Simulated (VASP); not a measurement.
# Br (Fd-3m) in VASP: a series of runs

Runs on Br. Level: PBE. Tasks: single point.

All numbers are computed with VASP 6.6.1; they aren't measurements. Logs are shortened: lines on timing, memory, paths and dates and some standing lists are left out, and cuts for length are marked.

### 1 The cell of the first run

The structure is cubic, space group Fd-3m (No. 227). The conventional cell has a = 7.103 Å, b = 7.103 Å, c = 7.103 Å, α = 90.00°, β = 90.00°, γ = 90.00°. Within 4.0 Å of Br (site symmetry -43m) lie 4 Br at 3.08 Å.

### 2 Single point, PBE

INCAR

```
  ALGO = Normal
  EDIFF = 1E-6
  ENCUT = 520
  GGA = PE
  ISIF = 2
  ISMEAR = -1
  LASPH = T
  LCHARG = T
  LELF = T
  LREAL = F
  LVHAR = T
  LWAVE = F
  NBANDS = 14
  NELM = 100
  PREC = Accurate
  SIGMA = 0.06122561905347299
```

KPOINTS

```
k-points
0
Gamma
  14 14 14
```

POSCAR

```
Br
1.0
    0.0000000000      3.5516426749      3.5516426749
    3.5516426749      0.0000000000      3.5516426749
    3.5516426749      3.5516426749      0.0000000000
Br
2
Direct
    0.0000000000      0.0000000000      0.0000000000
    0.2500000000      0.2500000000      0.2500000000
```

Potentials or basis: VASP PAW PBE potentials, release 64 (Br).

Launch:

```sh
$ cat potpaw_PBE.64/Br/POTCAR > POTCAR
$ mpirun -np 1 vasp_std > vasp.out
```

OUTCAR:

```text
EDIFF = 1E-6
   ENCUT = 520
   GGA = PE
   ISIF = 2
   ISMEAR = -1
   LASPH = T
   LREAL = F
   NELM = 100
   PREC = Accurate

 ion  position               nearest neighbor table
   1  0.000  0.000  0.000-
   2  0.250  0.250  0.250-

  LATTYP: Found a face centered cubic cell.
 ALAT       =     7.1032853498

  Lattice vectors:

 A1 = (   0.0000000000,   3.5516426749,   3.5516426749)
 A2 = (   3.5516426749,   0.0000000000,   3.5516426749)
 A3 = (   3.5516426749,   3.5516426749,   0.0000000000)

Analysis of symmetry for initial positions (statically):
=====================================================================
 Subroutine PRICEL returns:
 Original cell was already a primitive cell.

 Routine SETGRP: Setting up the symmetry group for a
 face centered cubic supercell.

 Subroutine GETGRP returns: Found 48 space group operations
 (whereof 24 operations were pure point group operations)
 out of a pool of 48 trial point group operations.

The static configuration has the point symmetry T_d .
 The point group associated with its full space group is O_h .

Analysis of symmetry for dynamics (positions and initial velocities):
=====================================================================
 Subroutine PRICEL returns:
 Original cell was already a primitive cell.

 Routine SETGRP: Setting up the symmetry group for a
 face centered cubic supercell.

 Subroutine GETGRP returns: Found 48 space group operations
 (whereof 24 operations were pure point group operations)
 out of a pool of 48 trial point group operations.

The dynamic configuration has the point symmetry T_d .
 The point group associated with its full space group is O_h .

 Subroutine INISYM returns: Found 48 space group operations
 (whereof 24 operations are pure point group operations),
 and found     1 'primitive' translations

----------------------------------------------------------------------------------------

                                     Primitive cell

  volume of cell :      89.6020

  direct lattice vectors                    reciprocal lattice vectors
     0.000000000  3.551642675  3.551642675    -0.140779928  0.140779928  0.140779928
     3.551642675  0.000000000  3.551642675     0.140779928 -0.140779928  0.140779928
     3.551642675  3.551642675  0.000000000     0.140779928  0.140779928 -0.140779928

  length of vectors
     5.022781240  5.022781240  5.022781240     0.243837988  0.243837988  0.243837988

  position of ions in fractional coordinates (direct lattice)
     0.000000000  0.000000000  0.000000000
     0.250000000  0.250000000  0.250000000

  ion indices of the primitive-cell ions
   primitive index   ion index
                 1           1
                 2           2

----------------------------------------------------------------------------------------

 KPOINTS: k-points

Automatic generation of k-mesh.
 Grid dimensions read from file:
 generate k-points for:   14   14   14

 Generating k-lattice:

  Cartesian coordinates                     Fractional coordinates (reciprocal lattice)
    -0.010055709  0.010055709  0.010055709     0.071428571  0.000000000  0.000000000
     0.010055709 -0.010055709  0.010055709     0.000000000  0.071428571  0.000000000
     0.010055709  0.010055709 -0.010055709     0.000000000  0.000000000  0.071428571

  Length of vectors
     0.017416999  0.017416999  0.017416999

  Shift w.r.t. Gamma in fractional coordinates (k-lattice)
     0.000000000  0.000000000  0.000000000

 Subroutine IBZKPT returns following result:
 ===========================================

 Found    104 irreducible k-points:

 Following reciprocal coordinates:
            Coordinates               Weight
  0.000000  0.000000  0.000000      1.000000
  0.071429  0.000000  0.000000      8.000000
  0.142857  0.000000  0.000000      8.000000
  0.214286  0.000000  0.000000      8.000000
  0.285714  0.000000  0.000000      8.000000
  0.357143  0.000000  0.000000      8.000000
[... 16 lines left out ...]
  0.214286  0.142857  0.000000     24.000000
  0.285714  0.142857  0.000000     24.000000
 [... further k-points ...]
   k-points           NKPTS =    104   k-points in BZ     NKDIM =    104   number of bands    NBANDS=     14
   number of dos      NEDOS =    301   number of ions     NIONS =      2
   total plane-waves  NPLWV =  64000
   dimension x,y,z NGX =    40 NGY =   40 NGZ =   40
   dimension x,y,z NGXF=    80 NGYF=   80 NGZF=   80
   ions per type =               2
   NGX,Y,Z   is equivalent  to a cutoff of  13.24, 13.24, 13.24 a.u.
   NGXF,Y,Z  is equivalent  to a cutoff of  26.48, 26.48, 26.48 a.u.
 SYSTEM =  unknown system
   PREC   = accura    normal or accurate (medium, high low for compatibility)
   ISTART =      0    job   : 0-new  1-cont  2-samecut
   ICHARG =      2    charge: 1-file 2-atom 10-const
   ISPIN  =      1    spin polarized calculation?
   LNONCOLLINEAR =      F non collinear calculations
   LSORBIT =      F    spin-orbit coupling
   LASPH  =      T    aspherical Exc in radial PAW
   ENCUT  =  520.0 eV  38.22 Ry    6.18 a.u.   9.34  9.34  9.34*2*pi/ulx,y,z
   NELM   =    100;   NELMIN=  2; NELMDL= -5     # of ELM steps
   EDIFF  = 0.1E-05   stopping-criterion for ELM
   LREAL  =      F    real-space projection
   EDIFFG = 0.1E-04   stopping-criterion for IOM
   NSW    =      0    number of steps for IOM
   IBRION =     -1    ionic relax: 0-MD 1-quasi-New 2-CG
   NFREE  =      0    steps in history (QN), initial steepest desc. (CG)
   ISIF   =      2    stress and relaxation
   ISYM   =      2    0-nonsym 1-usesym 2-fastsym
   POTIM  = 0.5000    time-step for ionic-motion
   TEBEG  =    0.0;   TEEND  =   0.0 temperature during run
   PSTRESS=    0.0 pullay stress
   NELECT =      14.0000    total number of electrons
   NUPDOWN=      -1.0000    fix difference up-down
   EMIN   =  10.00;   EMAX   =-10.00  energy-range for DOS
   EFERMI =   0.00;   METHOD = LEGACY
   ISMEAR =    -1;   SIGMA  =   0.06  broadening in eV -4-tet -1-fermi 0-gaus
   EFERMI_NEDOS =   21; number of points for ismear=-14 and -15
   IALGO  =     38    algorithm
   IMIX   =      4    mixing-type and parameters
     AMIX     =   0.40;   BMIX     =  1.00
     AMIX_MAG =   1.60;   BMIX_MAG =  1.00
  volume/ion in A,a.u.               =      44.80       302.33
  Fermi-wavevector in a.u.,A,eV,Ry     =   0.881749  1.666264 10.578272  0.777481
  Thomas-Fermi vector in A             =   2.002287
   LORBIT       =      0    0 simple, 1 ext, 2 COOP (PROOUT), +10 PAW based schemes
   GGA     = PE    functional components
[... 5 lines left out ...]
 non-spin polarized calculation
  energy-cutoff  :      520.00
  volume of cell :       89.60
 maximum number of plane-waves:      2450
 NGX is ok and might be reduce to    40
   NGX = 19   NGY = 19   NGZ = 19

 number of electron      14.0000003 magnetization

 Free energy of the ion-electron system (eV)
  ---------------------------------------------------
  ext. energy  EPLUGINS =         0.00000000
  ---------------------------------------------------
  free energy    TOTEN  =        -2.03043680 eV

  energy without entropy =       -1.96332003  energy(sigma->0) =       -1.99687841

 E-fermi :  -1.6362     XC(G=0):  -6.6258

 val. band max:       -1.6367230400   @ k =  -0.2143   0.3571   0.1429
 cond. band min:      -1.6299912082   @ k =  -0.2857   0.3571   0.0714
 fundamental gap:      0.0067318319
 Fermi energy:        -1.6361922531

 k-point     1 :       0.0000    0.0000    0.0000
  band No.  band energies     occupation
      1     -16.4468      2.00000
      2     -14.6701      2.00000
      3      -4.1387      2.00000
      4      -4.1387      2.00000
      5      -4.1387      2.00000
      6      -2.4175      1.99999
      7      -2.4175      1.99999
      8      -2.4175      1.99999
      9       3.6494      0.00000
     10       7.5718      0.00000
     11       7.5718      0.00000
     12       8.8885      0.00000
     13       8.8885      0.00000
     14       8.8885      0.00000

 k-point     2 :       0.0714    0.0000    0.0000
  band No.  band energies     occupation
      1     -16.4323      2.00000
      2     -14.6900      2.00000
      3      -4.1611      2.00000
      4      -4.1611      2.00000
      5      -4.1577      2.00000
      6      -2.4001      1.99999
      7      -2.3876      1.99999
      8      -2.3876      1.99999
      9       3.7485      0.00000
     10       7.4614      0.00000
     11       7.4614      0.00000
     12       8.7892      0.00000
     13       9.1068      0.00000
     14       9.1068      0.00000

 k-point     3 :       0.1429    0.0000    0.0000
  band No.  band energies     occupation
      1     -16.3899      2.00000
      2     -14.7473      2.00000
      3      -4.2202      2.00000
      4      -4.2202      2.00000
      5      -4.2135      2.00000
      6      -2.3430      1.99998
      7      -2.3077      1.99997
      8      -2.3077      1.99997
      9       4.0253      0.00000
     10       7.2703      0.00000
     11       7.2703      0.00000
     12       8.5674      0.00000
     13       9.6058      0.00000
     14       9.6058      0.00000
[... 324 lines left out ...]
 k-point    23 :       0.2143    0.1429    0.0000
  band No.  band energies     occupation
      1     -16.3191      2.00000
      2     -14.8408      2.00000
      3      -4.4221      2.00000
      4      -4.4089      2.00000
      5      -4.0013      2.00000
      6      -2.6069      2.00000
      7      -2.0514      1.99774
      8      -2.0451      1.99749
      9       4.4634      0.00000
     10       6.4022      0.00000
     11       7.8187      0.00000
     12       9.1546      0.00000
     13       9.5783      0.00000
     14       9.5904      0.00000

 k-point    24 :       0.2857    0.1429    0.0000
  band No.  band energies     occupation
      1     -16.2460      2.00000
      2     -14.9345      2.00000
      3      -4.5422      2.00000
      4      -4.4844      2.00000
      5      -3.9999      2.00000
      6      -2.5769      2.00000
      7      -1.9407      1.98625
      8      -1.9075      1.97647
      9       4.8534      0.00000
     10       6.2602      0.00000
     11       7.7732      0.00000
     12       8.7109      0.00000
     13       9.2272      0.00000
     14       9.8437      0.00000

 [... further k-points ...]

------------------------ aborting loop because EDIFF is reached ----------------------------------------

  FORCE on cell =-STRESS in cart. coord.  units (eV):
  Direction    XX          YY          ZZ          XY          YZ          ZX
  --------------------------------------------------------------------------------------
  -------------------------------------------------------------------------------------
  Total       -0.2965738     -0.2965738     -0.2965738      0.0000000      0.0000000      0.0000000
  in kB       -5.3030488     -5.3030488     -5.3030488      0.0000000      0.0000000      0.0000000
  external PRESSURE =      -5.3030488 kB  Pullay stress =       0.0000000 kB

 VOLUME and BASIS-vectors are now :
 -----------------------------------------------------------------------------
  energy-cutoff  :      520.00
  volume of cell :       89.60
      direct lattice vectors                 reciprocal lattice vectors
     0.000000000  3.551642675  3.551642675    -0.140779928  0.140779928  0.140779928
     3.551642675  0.000000000  3.551642675     0.140779928 -0.140779928  0.140779928
     3.551642675  3.551642675  0.000000000     0.140779928  0.140779928 -0.140779928

 POSITION                                       TOTAL-FORCE (eV/Angst)
 -----------------------------------------------------------------------------------
      0.00000      0.00000      0.00000        -0.000000     -0.000000     -0.000000
      1.77582      1.77582      1.77582         0.000000      0.000000      0.000000
 -----------------------------------------------------------------------------------
    total drift:                               -0.000000      0.000000      0.000000

  FREE ENERGIE OF THE ION-ELECTRON SYSTEM (eV)
  ---------------------------------------------------
  free  energy   TOTEN  =        -2.0304367979 eV

  energy  without entropy=       -1.9633200318  energy(sigma->0) =       -1.99687841
```

It took 66 s on 1 thread of AMD EPYC 9R45 (Zen 5), shared host; peak memory 0.26 GiB.

What came out:

- Free energy: -2.0304 eV
- Pressure: -0.5 GPa
- Band gap on the k mesh: zero (band 7 reaches -1.32 eV, above the bottom of band 8 at -2.42 eV)

(Continued in part 2 of 2.)
